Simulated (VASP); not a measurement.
# Ti4C in VASP: relaxation of the atoms with PBE

Aim: the relaxation of the atoms of Ti4C with PBE.

Everything below comes from runs of VASP 6.6.1. Logs are shortened: lines on timing, memory, paths and dates and some standing lists are left out, and cuts for length are marked.

## 1. The cell of the first run

The cell holds a slab with vacuum, 5 atoms: a = 3.256 Å, b = 3.256 Å, c = 20.180 Å, α = 90.00°, β = 90.00°, γ = 90.00°.

## 2. Relaxation of the atoms, PBE

INCAR reads:

```
ALGO = Normal
DIPOL = 0.5 0.5 0.362
EDIFF = 1E-6
EDIFFG = -0.025
ENCUT = 520
GGA = PE
IBRION = 2
IDIPOL = 3
ISIF = 2
ISMEAR = 0
LASPH = True
LCHARG = False
LDIPOL = True
LREAL = False
LWAVE = False
NELM = 100
NSW = 36
PREC = Accurate
SIGMA = 0.1
```

KPOINTS reads:

```
k-points
0
Gamma
  8 8 1
```

POSCAR reads:

```
Ti4C
1.0
    3.2555055347      0.0000000000      0.0000000000
    0.0000000000      3.2555055347      0.0000000000
    0.0000000000      0.0000000000     20.1798089631
Ti C
4 1
Selective dynamics
Direct
    0.5000000000      0.5000000000      0.1982179320  F F F
    0.0000000000      0.0000000000      0.2788803788  F F F
    0.5000000000      0.5000000000      0.3551905195  F F F
    0.0000000000      0.0000000000      0.4301234456  F F F
    0.0000000000      0.0000000000      0.5470720255  F F T
```

Potentials or basis: VASP PAW PBE potentials, release 64 (Ti_sv, C).

On the command line:

```sh
$ cat potpaw_PBE.64/Ti_sv/POTCAR potpaw_PBE.64/C/POTCAR > POTCAR
$ mpirun -np 1 vasp_std > vasp.out
```

OUTCAR:

```text
EDIFF = 1E-6
   EDIFFG = -0.025
   ENCUT = 520
   GGA = PE
   IBRION = 2
   ISIF = 2
   ISMEAR = 0
   LASPH = True
   LREAL = False
   NELM = 100
   NSW = 36
   PREC = Accurate

 ion  position               nearest neighbor table
   1  0.500  0.500  0.198-   2 2.82   2 2.82   2 2.82   2 2.82
   2  0.000  0.000  0.279-   3 2.77   3 2.77   3 2.77   3 2.77   1 2.82   1 2.82   1 2.82   1 2.82

   3  0.500  0.500  0.355-   4 2.75   4 2.75   4 2.75   4 2.75   2 2.77   2 2.77   2 2.77   2 2.77

   4  0.000  0.000  0.430-   5 2.36   3 2.75   3 2.75   3 2.75   3 2.75
   5  0.000  0.000  0.547-   4 2.36

  LATTYP: Found a simple tetragonal cell.
 ALAT       =     3.2555055347
 C/A-ratio  =     6.1986713732

  Lattice vectors:

 A1 = (   3.2555055347,   0.0000000000,   0.0000000000)
 A2 = (   0.0000000000,   3.2555055347,   0.0000000000)
 A3 = (   0.0000000000,   0.0000000000,  20.1798089631)

Analysis of symmetry for initial positions (statically):
=====================================================================
 Subroutine PRICEL returns:
 Original cell was already a primitive cell.

 Routine SETGRP: Setting up the symmetry group for a
 simple tetragonal supercell.

 Subroutine GETGRP returns: Found  8 space group operations
 (whereof  8 operations were pure point group operations)
 out of a pool of 16 trial point group operations.

The static configuration has the point symmetry C_4v.

Analysis of symmetry for dynamics (positions and initial velocities):
=====================================================================
 Subroutine PRICEL returns:
 Original cell was already a primitive cell.

 Routine SETGRP: Setting up the symmetry group for a
 simple tetragonal supercell.

 Subroutine GETGRP returns: Found  8 space group operations
 (whereof  8 operations were pure point group operations)
 out of a pool of 16 trial point group operations.

The dynamic configuration has the point symmetry C_4v.

Analysis of constrained symmetry for selective dynamics:
=====================================================================
 Subroutine PRICEL returns:
 Original cell was already a primitive cell.

 Routine SETGRP: Setting up the symmetry group for a
 simple tetragonal supercell.

 Subroutine GETGRP returns: Found  8 space group operations
 (whereof  8 operations were pure point group operations)
 out of a pool of 16 trial point group operations.

The constrained configuration has the point symmetry C_4v.

 Subroutine INISYM returns: Found  8 space group operations
 (whereof  8 operations are pure point group operations),
 and found     1 'primitive' translations

----------------------------------------------------------------------------------------

                                     Primitive cell

  volume of cell :     213.8720

  direct lattice vectors                    reciprocal lattice vectors
     3.255505535  0.000000000  0.000000000     0.307171955  0.000000000  0.000000000
     0.000000000  3.255505535  0.000000000     0.000000000  0.307171955  0.000000000
     0.000000000  0.000000000 20.179808963     0.000000000  0.000000000  0.049554483

  length of vectors
     3.255505535  3.255505535 20.179808963     0.307171955  0.307171955  0.049554483

  position of ions in fractional coordinates (direct lattice)
     0.500000000  0.500000000  0.198217932
     0.000000000  0.000000000  0.278880379
     0.500000000  0.500000000  0.355190519
     0.000000000  0.000000000  0.430123446
     0.000000000  0.000000000  0.547072026

  ion indices of the primitive-cell ions
   primitive index   ion index
                 1           1
                 2           2
                 3           3
                 4           4
                 5           5

----------------------------------------------------------------------------------------

 KPOINTS: k-points

Automatic generation of k-mesh.
 Grid dimensions read from file:
 generate k-points for:    8    8    1

 Generating k-lattice:

  Cartesian coordinates                     Fractional coordinates (reciprocal lattice)
     0.038396494  0.000000000  0.000000000     0.125000000  0.000000000  0.000000000
     0.000000000  0.038396494  0.000000000     0.000000000  0.125000000  0.000000000
     0.000000000  0.000000000  0.049554483     0.000000000  0.000000000  1.000000000

  Length of vectors
     0.038396494  0.038396494  0.049554483

  Shift w.r.t. Gamma in fractional coordinates (k-lattice)
     0.000000000  0.000000000  0.000000000

 Subroutine IBZKPT returns following result:
 ===========================================

 Found     15 irreducible k-points:

 Following reciprocal coordinates:
            Coordinates               Weight
  0.000000  0.000000  0.000000      1.000000
  0.125000  0.000000  0.000000      4.000000
  0.250000  0.000000  0.000000      4.000000
  0.375000  0.000000  0.000000      4.000000
  0.500000  0.000000  0.000000      2.000000
  0.125000  0.125000  0.000000      4.000000
  0.250000  0.125000  0.000000      8.000000
  0.375000  0.125000  0.000000      8.000000
  0.500000  0.125000  0.000000      4.000000
  0.250000  0.250000  0.000000      4.000000
  0.375000  0.250000  0.000000      8.000000
  0.500000  0.250000  0.000000      4.000000
  0.375000  0.375000  0.000000      4.000000
  0.500000  0.375000  0.000000      4.000000
  0.500000  0.500000  0.000000      1.000000
   k-points           NKPTS =     15   k-points in BZ     NKDIM =     15   number of bands    NBANDS=     31
   number of dos      NEDOS =    301   number of ions     NIONS =      5
   total plane-waves  NPLWV =  86400
   dimension x,y,z NGX =    24 NGY =   24 NGZ =  150
   dimension x,y,z NGXF=    48 NGYF=   48 NGZF=  300
   ions per type =               4   1
   NGX,Y,Z   is equivalent  to a cutoff of  12.26, 12.26, 12.36 a.u.
   NGXF,Y,Z  is equivalent  to a cutoff of  24.51, 24.51, 24.71 a.u.
 SYSTEM =  unknown system
   PREC   = accura    normal or accurate (medium, high low for compatibility)
   ISTART =      0    job   : 0-new  1-cont  2-samecut
   ICHARG =      2    charge: 1-file 2-atom 10-const
   ISPIN  =      1    spin polarized calculation?
   LNONCOLLINEAR =      F non collinear calculations
   LSORBIT =      F    spin-orbit coupling
   LASPH  =      T    aspherical Exc in radial PAW
   ENCUT  =  520.0 eV  38.22 Ry    6.18 a.u.   6.05  6.05 37.52*2*pi/ulx,y,z
   NELM   =    100;   NELMIN=  2; NELMDL= -5     # of ELM steps
   EDIFF  = 0.1E-05   stopping-criterion for ELM
   LREAL  =      F    real-space projection
   EDIFFG = -.3E-01   stopping-criterion for IOM
   NSW    =     36    number of steps for IOM
   IBRION =      2    ionic relax: 0-MD 1-quasi-New 2-CG
   NFREE  =      1    steps in history (QN), initial steepest desc. (CG)
   ISIF   =      2    stress and relaxation
   ISYM   =      2    0-nonsym 1-usesym 2-fastsym
   POTIM  = 0.5000    time-step for ionic-motion
   TEBEG  =    0.0;   TEEND  =   0.0 temperature during run
   PSTRESS=    0.0 pullay stress
   NELECT =      52.0000    total number of electrons
   NUPDOWN=      -1.0000    fix difference up-down
   EMIN   =  10.00;   EMAX   =-10.00  energy-range for DOS
   EFERMI =   0.00;   METHOD = LEGACY
   ISMEAR =     0;   SIGMA  =   0.10  broadening in eV -4-tet -1-fermi 0-gaus
   EFERMI_NEDOS =   21; number of points for ismear=-14 and -15
   IALGO  =     38    algorithm
   IMIX   =      4    mixing-type and parameters
     AMIX     =   0.40;   BMIX     =  1.00
     AMIX_MAG =   1.60;   BMIX_MAG =  1.00
  volume/ion in A,a.u.               =      42.77       288.66
  Fermi-wavevector in a.u.,A,eV,Ry     =   1.021781  1.930887 14.204987  1.044037
  Thomas-Fermi vector in A             =   2.155425
   LORBIT       =      0    0 simple, 1 ext, 2 COOP (PROOUT), +10 PAW based schemes
   GGA     = PE    functional components
   LHFCALC =     F    Hartree Fock is set to
   AEXX    =    0.0000 exact exchange contribution
   IVDW    =     0    specifies the selected vdW correction
   LEPSILON=     F    determine dielectric tensor
   LRPA    =     F    only Hartree local field effects (RPA)
 conjugate gradient relaxation of ions
 non-spin polarized calculation
 Gauss-broadening in eV      SIGMA  =   0.10
  energy-cutoff  :      520.00
  volume of cell :      213.87
 maximum number of plane-waves:      5810
   NGX = 13   NGY = 13   NGZ = 75

--------------------------------------- Ionic step        1  -------------------------------------------

 number of electron      52.0000024 magnetization

 Free energy of the ion-electron system (eV)
  ---------------------------------------------------
  ext. energy  EPLUGINS =         0.00000000
  ---------------------------------------------------
  free energy    TOTEN  =       -32.41459380 eV

  energy without entropy =      -32.36137800  energy(sigma->0) =      -32.38798590

------------------------ aborting loop because EDIFF is reached ----------------------------------------

  FORCE on cell =-STRESS in cart. coord.  units (eV):
  Direction    XX          YY          ZZ          XY          YZ          ZX
  --------------------------------------------------------------------------------------
  -------------------------------------------------------------------------------------
  Total       -3.8882171     -3.8882171     -5.2276072      0.0000000      0.0000000      0.0000000
  in kB      -29.1277653    -29.1277653    -39.1615257      0.0000000      0.0000000      0.0000000
  external PRESSURE =     -32.4723521 kB  Pullay stress =       0.0000000 kB
[... 137 lines left out ...]
  FREE ENERGIE OF THE ION-ELECTRON SYSTEM (eV)
  ---------------------------------------------------
  free  energy   TOTEN  =       -33.0399482230 eV

  energy  without entropy=      -32.9939049216  energy(sigma->0) =      -33.01692657

 dipolmoment           0.000000      0.000000     -0.000302 electrons x Angstroem

--------------------------------------- Ionic step        5  -------------------------------------------

 number of electron      52.0000023 magnetization

------------------------ aborting loop because EDIFF is reached ----------------------------------------

  FORCE on cell =-STRESS in cart. coord.  units (eV):
  Direction    XX          YY          ZZ          XY          YZ          ZX
  --------------------------------------------------------------------------------------
  -------------------------------------------------------------------------------------
  Total       -2.8715774     -2.8715774     -0.3686458      0.0000000      0.0000000      0.0000000
  in kB      -21.5118217    -21.5118217     -2.7616329      0.0000000      0.0000000      0.0000000
  external PRESSURE =     -15.2617588 kB  Pullay stress =       0.0000000 kB
[... 24 lines left out ...]
  energy  without entropy=      -33.0366025278  energy(sigma->0) =      -33.06094389

--------------------------------------- Ionic step        6  -------------------------------------------

 number of electron      52.0000023 magnetization

 dipolmoment           0.000000      0.000000      0.213370 electrons x Angstroem

 Free energy of the ion-electron system (eV)
  ---------------------------------------------------
  ext. energy  EPLUGINS =         0.00000000
  ---------------------------------------------------
  free energy    TOTEN  =       -33.08575673 eV

  energy without entropy =      -33.03734070  energy(sigma->0) =      -33.06154871

 E-fermi :  -0.4120     XC(G=0):  -5.2862

 val. band max:       -0.4217468289   @ k =   0.3750   0.3750   0.0000
 cond. band min:      -0.3905196326   @ k =   0.3750   0.2500   0.0000
 fundamental gap:      0.0312271963
 Fermi energy:        -0.4120307908

 k-point     1 :       0.0000    0.0000    0.0000
  band No.  band energies     occupation
      1     -57.5137      2.00000
      2     -56.8115      2.00000
      3     -56.6783      2.00000
      4     -56.5463      2.00000
      5     -33.8532      2.00000
      6     -33.6706      2.00000
[... 499 lines left out ...]
     30      -0.0351      0.00000
     31       1.6567      0.00000

------------------------ aborting loop because EDIFF is reached ----------------------------------------

 vacuum level on the upper side and lower side of the slab       (xc-potential included)         1.758        -1.785

  FORCE on cell =-STRESS in cart. coord.  units (eV):
  Direction    XX          YY          ZZ          XY          YZ          ZX
  --------------------------------------------------------------------------------------
  -------------------------------------------------------------------------------------
  Total       -2.8383101     -2.8383101     -0.1694600      0.0000000      0.0000000      0.0000000
  in kB      -21.2626062    -21.2626062     -1.2694742      0.0000000      0.0000000      0.0000000
  external PRESSURE =     -14.5982289 kB  Pullay stress =       0.0000000 kB

 VOLUME and BASIS-vectors are now :
 -----------------------------------------------------------------------------
  energy-cutoff  :      520.00
  volume of cell :      213.87
      direct lattice vectors                 reciprocal lattice vectors
     3.255505535  0.000000000  0.000000000     0.307171955  0.000000000  0.000000000
     0.000000000  3.255505535  0.000000000     0.000000000  0.307171955  0.000000000
     0.000000000  0.000000000 20.179808963     0.000000000  0.000000000  0.049554483
[... 11 lines left out ...]
  FREE ENERGIE OF THE ION-ELECTRON SYSTEM (eV)
  ---------------------------------------------------
  free  energy   TOTEN  =       -33.0857567312 eV

  energy  without entropy=      -33.0373406952  energy(sigma->0) =      -33.06154871

 reached required accuracy - stopping structural energy minimisation

 vacuum level on the upper side and lower side of the slab         6.484         2.846
```

Run time: 14 min. Hardware: 1 thread of Oxide Virtual Turin-like, shared host; peak memory 0.3 GiB.

What came out:

- Free energy: -33.0858 eV
- Energy gained by relaxing: 134.2 meV/atom
- Ionic steps: 6
- Band gap on the k mesh: zero (bands 26 and 27 overlap by 0.92 eV)

The path:
```tsv
step	energy change (eV)	largest force on free atoms (eV/Å)	pressure (GPa)
1	0.0000	2.0563	-3.25
2	-0.2009	1.9785	-3.05
3	-0.6511	0.6422	-1.87
4	-0.6254	1.1549	-0.77
5	-0.6707	0.1055	-1.53
6	-0.6712	0.0012	-1.46
```

Final structure:
```xyz
5
Lattice="3.2555 0.0000 0.0000 0.0000 3.2555 0.0000 0.0000 0.0000 20.1798" Properties=species:S:1:pos:R:3 pbc="T T T"
Ti    1.6278    1.6278    4.0000
Ti    0.0000    0.0000    5.6278
Ti    1.6278    1.6278    7.1677
Ti    0.0000    0.0000    8.6798
C     0.0000    0.0000   10.5827
```

The gap in the log of VASP goes by the Fermi energy; the results here count the filled bands.